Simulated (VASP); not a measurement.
# Si16H7O in VASP: a series of runs, part 2 of 3

VASP 6.6.1.

**3. Single point, PBEsol, collinear spin, ferromagnetic start**

File INCAR:

```
SYSTEM = Si16H7O
ALGO = Normal
EDIFF = 1E-6
ENCUT = 520
GGA = PS
GGA_COMPAT = .False.
ISIF = 2
ISMEAR = -1
ISPIN = 2
LASPH = .True.
LCHARG = .False.
LORBIT = 11
LREAL = .False.
LWAVE = .False.
MAGMOM = 0 0 0 0 0 0 0 0 0 0 0 0 0 0 0 0 0 0 0 0 0 0 0 1
NBANDS = 60
NELM = 200
NELMDL = -8
PREC = Accurate
SIGMA = 0.02
```

File KPOINTS:

```
k-points
0
Gamma
  2 2 1
  0 0 0
```

File POSCAR:

```
Si16H7O
1.0
    7.6791800000      0.0000000000      0.0000000000
    3.8395900000      6.6503650000      0.0000000000
    0.0000000000      0.0000000000     17.8687650000
H Si O
7 16 1
Direct
    0.1666668792      0.1666675438      0.0559635767
    0.6666681814      0.1666675438      0.0559635767
    0.1666662146      0.6666701752      0.0559635767
    0.6666675168      0.6666701752      0.0559635767
    0.4885438554      0.0064808473      0.4394875639
    0.0073314930      0.5009649846      0.4318653248
    0.5835813576      0.5634126849      0.4523703793
    0.1666668792      0.1666675438      0.1399089417
    0.6666681814      0.1666675438      0.1399089417
    0.1666662146      0.6666701752      0.1399089417
    0.6666675168      0.6666701752      0.1399089417
   -0.1719199450      0.3439961566      0.1816801553
    0.3404352094      0.3216064081      0.1906455203
   -0.1603036753      0.8274583425      0.1886196388
    0.3433122522      0.8343451826      0.1762516884
   -0.1894590284      0.3349289851      0.3057178266
    0.3227379326      0.3042088667      0.3177891701
   -0.1597518450      0.8250524595      0.3196135827
    0.3251628598      0.8205865392      0.3106146396
   -0.0128699010      0.0120143782      0.3497107942
    0.4880426807     -0.0129616946      0.3533204449
   -0.0019951645      0.4880784739      0.3499458412
    0.5277740575      0.5364968690      0.3717772325
    0.4347737713      0.3796483351      0.3720794358
```

Potentials or basis: VASP PAW PBE potentials, release 64 (H, Si, O).

On the command line:

```
> cat potpaw_PBE.64/H/POTCAR potpaw_PBE.64/Si/POTCAR potpaw_PBE.64/O/POTCAR > POTCAR
> mpirun -np 1 vasp_std > vasp.out
```

OUTCAR:

```text
SYSTEM = Si16H7O
   EDIFF = 1E-6
   ENCUT = 520
   GGA = PS
   ISIF = 2
   ISMEAR = -1
   ISPIN = 2
   LASPH = .True.
   LORBIT = 11
   LREAL = .False.
   NELM = 200
   NELMDL = -8
   PREC = Accurate

 ion  position               nearest neighbor table
   1  0.167  0.167  0.056-   8 1.50
   2  0.667  0.167  0.056-   9 1.50
   3  0.167  0.667  0.056-  10 1.50
   4  0.667  0.667  0.056-  11 1.50
   5  0.489  0.006  0.439-  21 1.55
   6  0.007  0.501  0.432-  22 1.47
   7  0.584  0.563  0.452-  23 1.55
   8  0.167  0.167  0.140-   1 1.50  15 2.30  13 2.37  12 2.37
   9  0.667  0.167  0.140-   2 1.50  13 2.35  12 2.37  14 2.42
  10  0.167  0.667  0.140-   3 1.50  14 2.34  15 2.38  13 2.47
  11  0.667  0.667  0.140-   4 1.50  15 2.25  12 2.27  14 2.39
  12  0.828  0.344  0.182-  16 2.22  11 2.27   8 2.37   9 2.37
  13  0.340  0.322  0.191-  17 2.28   9 2.35   8 2.37  10 2.47
[... 696 lines left out ...]
      1.97980      3.33160      7.71690        -0.185736     -0.205167      0.732931
[... 16 lines left out ...]
      6.11280      3.56790      6.64320        -0.730414     -1.171157      0.762207
      4.79640      2.52480      6.64860         2.056786      1.301340      1.890904
 -----------------------------------------------------------------------------------
    total drift:                                0.000027     -0.000089     -0.000071

  FREE ENERGIE OF THE ION-ELECTRON SYSTEM (eV)
  ---------------------------------------------------
  free  energy   TOTEN  =      -118.9924820290 eV

  energy  without entropy=     -118.9924812992  energy(sigma->0) =     -118.99248166

 total charge

# of ion       s       p       d       tot
------------------------------------------
    1        0.547   0.013   0.000   0.561
    2        0.548   0.013   0.000   0.561
    3        0.548   0.013   0.000   0.562
    4        0.547   0.013   0.000   0.561
    5        0.530   0.012   0.000   0.542
    6        0.562   0.015   0.000   0.577
[... 16 lines left out ...]
   23        0.731   0.957   0.000   1.689
   24        1.560   3.638   0.000   5.198
--------------------------------------------------
tot         17.300  19.312   0.000  36.612

 magnetization (x)

# of ion       s       p       d       tot
------------------------------------------
    1        0.000   0.000   0.000   0.000
    2        0.000  -0.000   0.000   0.000
    3        0.001  -0.000   0.000   0.001
    4        0.006   0.000   0.000   0.007
    5       -0.000   0.000   0.000  -0.000
    6        0.000   0.000   0.000   0.000
[... 16 lines left out ...]
   23        0.001   0.000   0.000   0.001
   24        0.000   0.001   0.000   0.001
--------------------------------------------------
tot          0.061   0.275   0.000   0.337
```

stdout:

```text
POSCAR found type information on POSCAR H SiO
 POSCAR found :  3 types and      24 ions
 scaLAPACK will be used
 -----------------------------------------------------------------------------
|                                                                             |
|                                                                             |
|     You have a (more or less) 'large supercell' and for larger cells it     |
|     might be more efficient to use real-space projection operators.         |
|     Therefore, try LREAL= Auto in the INCAR file.                           |
|     Mind: For very accurate calculation, you might also keep the            |
|     reciprocal projection scheme (i.e. LREAL=.FALSE.).                      |
|                                                                             |
 -----------------------------------------------------------------------------

 -----------------------------------------------------------------------------
|                                                                             |
|                                                                             |
|     You enforced a specific xc type in the INCAR file but a different       |
|     I HOPE YOU KNOW WHAT YOU ARE DOING!                                     |
|                                                                             |
 -----------------------------------------------------------------------------

 LDA part: xc-table for (Slater+PW92), standard interpolation
 POSCAR, INCAR and KPOINTS ok, starting setup
 FFT: planning ... GRIDC
 FFT: planning ... GRID_SOFT
 FFT: planning ... GRID
 WAVECAR not read
 entering main loop
```

Wall time 15 min (1 thread of Intel Xeon 6975P-C (Granite Rapids), shared host); peak memory 1.5 GiB.

Results:

```yaml
Free_energy: -118.9925 eV
Largest_force: 3.082 eV/Å
Band_gap_on_the_k_mesh: 0.50 eV
Net_moment: 1.00 μB per cell
Site_moments: H +0.00, +0.01, -0.00 (each value once); Si -0.00, +0.03, +0.02, +0.00, +0.23 (each value once); O +0.00 μB
Valence_electrons_inside_the_program's_atomic_spheres: H 0.56, 0.54, 0.58, 0.55 (each value once); Si 1.71, 1.70, 1.69, 1.75, 1.74, 1.68, 1.72, 1.76, 1.78, 1.73, 1.67 (each value once); O 5.20
```

Forces on the atoms (eV/Å):
```
H    0.066  0.096 -0.099
H   -0.097 -0.045 -0.100
H   -0.154 -0.096 -0.122
H    0.116  0.006 -0.145
H   -0.188 -0.166 -0.506
H   -0.186 -0.205  0.733
H   -0.331 -0.012 -0.636
Si   0.065  0.447  0.400
Si   0.115 -0.410  0.603
Si   0.333 -0.627  0.657
Si   1.093  0.337 -0.274
Si  -0.283 -1.009 -1.233
Si   0.259  0.937 -1.489
Si  -0.036  0.634 -0.742
Si  -1.477 -0.266  0.919
Si   1.463  0.416  0.985
Si  -0.875  0.134 -1.353
Si  -0.921  0.431 -0.432
Si  -0.196  1.312 -0.753
Si   0.301 -0.589  0.206
Si   0.543 -1.502  0.932
Si  -0.935  0.049 -0.203
Si  -0.730 -1.171  0.762
O    2.057  1.301  1.891
```

Levels at points of the mesh, in eV from the valence-band top:
Spin up:
| k point | band 35 | band 36 | band 37 | band 38 | band 39 | band 40 | band 41 | band 42 | band 43 | band 44 |
| --- | --- | --- | --- | --- | --- | --- | --- | --- | --- | --- |
| (0.00, 0.00, 0.00) | -1.03 | -0.79 | -0.31 | -0.13 | -0.01 | 0.97 | 1.37 | 1.49 | 1.89 | 2.03 |
| (0.50, 0.00, 0.00) | -1.68 | -1.09 | -0.93 | -0.61 | -0.14 | 1.69 | 2.09 | 2.36 | 2.57 | 2.93 |
| (0.50, 0.50, 0.00) | -1.25 | -1.19 | -0.86 | -0.12 | -0.05 | 1.43 | 1.55 | 2.03 | 2.35 | 2.62 |
| (0.00, 0.50, 0.00) | -1.65 | -1.17 | -0.97 | -0.66 | -0.11 | 1.80 | 2.04 | 2.32 | 2.57 | 2.92 |
Spin down:
```tsv
k point	band 36	band 37	band 38	band 39	band 40	band 41
(0.00, 0.00, 0.00)	-0.74	-0.12	0.00	0.50	1.04	1.49
(0.50, 0.00, 0.00)	-1.06	-0.92	-0.56	0.68	1.79	2.13
(0.50, 0.50, 0.00)	-1.17	-0.85	-0.04	0.70	1.53	1.59
(0.00, 0.50, 0.00)	-1.15	-0.96	-0.61	0.69	1.89	2.06
```

Caveat: the k points lie up to 0.47 Å⁻¹ apart; the atoms stand as in a frame of molecular dynamics; the PAW data sets were made with another functional, which shifts forces and pressure a little.

**4. Single point, PBEsol, collinear spin, ferromagnetic start**

File INCAR:

```
SYSTEM = Si16H7O
PREC = Accurate ; ENCUT = 520
EDIFF = 1E-6 ; ISMEAR = -1
SIGMA = 0.02 ; LREAL = .False.
LASPH = .True. ; NELM = 200
ALGO = Normal ; ISIF = 2
LWAVE = .False. ; LCHARG = .True.
ISPIN = 2 ; MAGMOM = 0 0 0 0 0 0 0 0 0 0 0 0 0 0 0 0 0 0 0 0 0 0 0 1
LORBIT = 11 ; GGA = PS
LELF = .True. ; LVHAR = .True.
NBANDS = 60 ; GGA_COMPAT = .False.
NELMDL = -8
```

File KPOINTS:

```
Automatic mesh
0
Gamma
  2 2 1
  0 0 0
```

File POSCAR:

```
Si16H7O
1.0
    7.6791800000      0.0000000000      0.0000000000
    3.8395900000      6.6503650000      0.0000000000
    0.0000000000      0.0000000000     17.8687650000
H Si O
7 16 1
Direct
    0.1666668792      0.1666675438      0.0559635767
    0.6666681814      0.1666675438      0.0559635767
    0.1666662146      0.6666701752      0.0559635767
    0.6666675168      0.6666701752      0.0559635767
    0.5304200057     -0.0251565140      0.4408250934
    0.0149754041      0.4959126304      0.4472273266
    0.6075032573      0.5808102262      0.4341542351
    0.1666668792      0.1666675438      0.1399089417
    0.6666681814      0.1666675438      0.1399089417
    0.1666662146      0.6666701752      0.1399089417
    0.6666675168      0.6666701752      0.1399089417
   -0.1647144608      0.3326584330      0.1754737946
    0.3369345324      0.3411090970      0.1783671115
   -0.1702228028      0.8307062845      0.1806784073
    0.3277646236      0.8305408801      0.1806056546
   -0.1848915027      0.3167044215      0.3046153441
    0.3285035390      0.3048404110      0.3212533155
   -0.1503811125      0.7959713489      0.3132952949
    0.3391479918      0.8482993039      0.3113589551
   -0.0001084574     -0.0006165075      0.3509979565
    0.5260473822     -0.0260737569      0.3559899075
   -0.0053274926      0.4722146830      0.3620171847
    0.5076516173      0.5421807675      0.3664886745
    0.3692152709      0.4476596397      0.3907992522
```

On the command line:

```
> cat potpaw_PBE.64/H/POTCAR potpaw_PBE.64/Si/POTCAR potpaw_PBE.64/O/POTCAR > POTCAR
> mpirun -np 1 vasp_std > vasp.out
```

Run time: 21 min. Hardware: 1 thread of Intel Xeon Platinum 8488C (Sapphire Rapids), shared host; peak memory 1.5 GiB.

The run converged. Its results:

* Free energy: -119.1159 eV
* Largest force: 1.925 eV/Å
* Band gap on the k mesh: 0.68 eV (least direct gap 0.76 eV)
* Net moment: 1.00 μB per cell
* Site moments: H +0.00, +0.01, -0.00 (each value once); Si -0.00, +0.02, +0.00, +0.01, +0.23 (each value once); O +0.00 μB
* Valence electrons inside the program's atomic spheres: H 0.56, 0.55, 0.53 (each value once); Si 1.71, 1.73, 1.74, 1.69, 1.70, 1.61, 1.75, 1.64, 1.76, 1.68 (each value once); O 5.10

Forces in eV/Å, atoms in the order of the input:
```
H    0.052  0.008 -0.167
H   -0.061 -0.134 -0.174
H    0.063  0.022 -0.140
H   -0.017  0.038 -0.188
H   -0.180 -0.041 -0.162
H   -0.457 -0.192 -0.633
H   -0.443 -0.054 -0.075
Si   0.545 -0.149 -0.076
Si   0.173 -0.206 -0.247
Si  -0.658  0.415 -0.295
Si  -0.546  0.094 -0.383
Si  -0.132  0.066  0.434
Si  -0.569 -0.755  1.677
Si   0.471 -0.038  0.543
Si   0.923  0.438  0.229
Si   0.330  0.998  0.730
Si   0.414  1.156  0.184
Si   1.165  0.660 -0.207
Si  -1.406  0.120 -0.598
Si  -0.494 -1.035 -0.178
Si   0.623  0.640  0.645
Si  -0.398 -0.520 -0.240
Si   1.723 -0.469  0.320
O   -1.122 -1.061 -0.996
```

Levels at points of the mesh, in eV from the valence-band top:
Spin up:
```tsv
k point	band 36	band 37	band 38	band 39	band 40	band 41	band 42	band 43
(0.00, 0.00, 0.00)	-0.76	-0.42	-0.24	-0.08	1.11	1.23	1.43	1.83
(0.50, 0.00, 0.00)	-1.42	-1.18	-0.55	0.00	1.78	1.92	2.31	2.43
(0.50, 0.50, 0.00)	-1.29	-0.98	-0.24	-0.03	1.64	1.73	1.78	2.41
(0.00, 0.50, 0.00)	-1.38	-1.07	-0.71	-0.07	1.68	1.89	2.24	2.45
```
Spin down:
```csv
k point,band 35,band 36,band 37,band 38,band 39,band 40,band 41,band 42
"(0.00, 0.00, 0.00)",-0.75,-0.72,-0.35,-0.19,0.68,1.17,1.30,1.46
"(0.50, 0.00, 0.00)",-1.55,-1.40,-1.15,-0.48,0.83,1.87,1.93,2.33
"(0.50, 0.50, 0.00)",-1.45,-1.27,-0.95,-0.21,0.79,1.66,1.79,1.85
"(0.00, 0.50, 0.00)",-1.60,-1.36,-1.03,-0.67,0.78,1.76,1.92,2.27
```

Caveat: the k points lie up to 0.47 Å⁻¹ apart; the atoms stand as in a frame of molecular dynamics; the PAW data sets were made with another functional, which shifts forces and pressure a little.

[end of part 2 of 3]
